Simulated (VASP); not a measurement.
Wanted: the native input for a VASP 6.6.1 run.

```yaml
Task: single point
Functional: LDA
Potentials_or_basis: VASP PAW LDA potentials, release 64 (Hg)
Cutoff: 520 eV
k_mesh: 18 × 18 × 18
Occupations: fermi-dirac, width 0.1 eV
Spin: no spin polarisation
Dipole_correction: no
Further_INCAR_settings: ALGO = Normal; EDIFF = 1e-07; NBANDS = 12
```

The structure of Hg lies in POSCAR:

```
Hg
1.0
    2.7735842514      0.0000000000      0.0000000000
    0.0000000000      2.7735842514      0.0000000000
    0.0000000000      0.0000000000      2.7735842514
Hg
1
Direct
    0.0000000000      0.0000000000      0.0000000000
```

These files were run (other wordings do the same):

INCAR

```
SYSTEM = Hg
PREC = Accurate
ENCUT = 520
EDIFF = 1E-7
ISMEAR = -1
SIGMA = 0.1
LREAL = .False.
LASPH = .True.
NELM = 100
ALGO = Normal
ISIF = 2
LWAVE = .False.
LCHARG = .True.
LELF = .True.
LVHAR = .True.
NBANDS = 12
```

KPOINTS

```
regular mesh
0
Gamma
  18 18 18
  0 0 0
```

Potentials or basis: VASP PAW LDA potentials, release 64 (Hg).

Launch:

```console
$ cat potpaw_LDA.64/Hg/POTCAR > POTCAR
$ mpirun -np 1 vasp_std > vasp.out
```

It gave:

```json
{
 "Pressure": "11.8 GPa",
 "Band gap on the k mesh": "zero (bands 6 and 7 overlap by 7.62 eV)"
}
```

Caveat: the cell stands under pressure; spin-orbit coupling is left out, which moves the levels of the heavy elements.

Wall time 24 s on 1 thread of Intel(R) Xeon(R) Platinum 8488C (Sapphire Rapids), on a shared host, peak memory 0.17 GiB.
